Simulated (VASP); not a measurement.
TiH2:

```xyz
6
Lattice="0.0000 2.9171 2.9171 2.9171 0.0000 2.9171 2.9171 2.9171 0.0000" Properties=species:S:1:pos:R:3 pbc="T T T"
Ti    2.9171    2.9171    2.9171
Ti    4.3757    4.3757    4.3757
H     3.6464    3.6464    3.6464
H     3.6464    2.1879    2.1879
H     2.1879    2.1879    3.6464
H     2.1879    3.6464    2.1879
```

| Property | Result |
| --- | --- |
| Program | VASP 6.6.1 |
| Task | relaxation of cell and atoms |
| Functional | PBE |
| Potentials or basis | VASP PAW PBE potentials, release 64 (Ti_sv, H_h) |
| Cutoff | 910 eV |
| k mesh | 6 × 6 × 6 |
| Occupations | gaussian, width 0.1 eV |
| Spin | no spin polarisation |

At the start: pressure 128.1 GPa; volume 8.27 Å³/atom.

Problem. How do energy, volume and symmetry change on relaxing?

Solution. Over 5 steps the energy falls by 2479.7 meV/atom and the volume is 20.57 Å³/atom (+148.6 %); space group Fd-3m (No. 227, to 0.1 Å) before and after.

Step by step:
```
step  energy change (eV)  largest force (eV/Å)  pressure (GPa)  volume (Å³)
   1              0.0000                0.0000          128.12        49.65
   2            -14.8071                0.0000            2.60       113.99
   3            -14.8569                0.0000            1.34       118.08
   4            -14.8705                0.0000           -0.72       126.56
   5            -14.8779                0.0000           -0.03       123.41
```

Final structure:
```cif
data_structure
_symmetry_space_group_name_H-M 'P 1'
_symmetry_Int_Tables_number 1
_cell_length_a 5.5884
_cell_length_b 5.5884
_cell_length_c 5.5884
_cell_angle_alpha 60.000
_cell_angle_beta 60.000
_cell_angle_gamma 60.000
_cell_volume 123.41
loop_
_atom_site_label
_atom_site_type_symbol
_atom_site_fract_x
_atom_site_fract_y
_atom_site_fract_z
_atom_site_occupancy
Ti1 Ti 0.50000 0.50000 0.50000 1
Ti2 Ti 0.75000 0.75000 0.75000 1
H1 H 0.62500 0.62500 0.62500 1
H2 H 0.12500 0.62500 0.62500 1
H3 H 0.62500 0.62500 0.12500 1
H4 H 0.62500 0.12500 0.62500 1
```

Caveat: the volume moved by over 15 % at a fixed basis, so the end points are rough.
